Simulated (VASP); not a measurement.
Wanted: the native input for a VASP 6.6.1 run.

```yaml
Task: single point
Functional: LDA
Potentials_or_basis: VASP PAW LDA potentials, release 64 (Co)
Cutoff: 520 eV
k_mesh: 12 × 12 × 4
Occupations: fermi-dirac, width 0.05 eV
Spin: collinear spin, ferromagnetic start
Starting_moments: "[2.0, 2.0, 2.0, 2.0] μB"
Dipole_correction: no
Further_INCAR_settings: ALGO = Normal; EDIFF = 1e-06; NBANDS = 30
```

The structure of Co lies in POSCAR:

```
Co
1.0
    2.5190164704      0.0000000000      0.0000000000
   -1.2595082352      2.1815322559      0.0000000000
    0.0000000000      0.0000000000      8.2468668932
Co
4
Direct
    0.6666666667      0.3333333333      0.7500000000
    0.0000000000      0.0000000000      0.5000000000
    0.3333333333      0.6666666667      0.2500000000
    0.0000000000      0.0000000000      0.0000000000
```

One way to write it, as run:

INCAR

```
SYSTEM = Co
PREC = Accurate ; ENCUT = 520
EDIFF = 1E-6 ; ISMEAR = -1
SIGMA = 0.05 ; LREAL = .FALSE.
LASPH = .TRUE. ; NELM = 150
ALGO = Normal ; ISIF = 2
LWAVE = .FALSE. ; LCHARG = .TRUE.
ISPIN = 2 ; MAGMOM = 2 2 2 2
LORBIT = 11 ; LMAXMIX = 4
GGA = CA ; LELF = .TRUE.
LVHAR = .TRUE. ; NBANDS = 30
```

KPOINTS

```
regular mesh
0
G
  12 12 4
  0 0 0
```

Potentials or basis: VASP PAW LDA potentials, release 64 (Co).

The run is started by

```sh
$ cat potpaw_LDA.64/Co/POTCAR > POTCAR
$ mpirun -np 1 vasp_std > vasp.out
```

Results of the run:

```yaml
Pressure: -24.9 GPa
Net_moment: 6.49 μB per cell
Site_moments: Co +1.64, +1.62 (each value once) μB
Valence_electrons_inside_the_program's_atomic_spheres: Co 8.20
```

Caveat: the cell stands under tension.

Run time: 79 s on 1 thread of Intel(R) Xeon(R) 6975P-C (Granite Rapids) (shared host), peak memory 0.22 GiB.
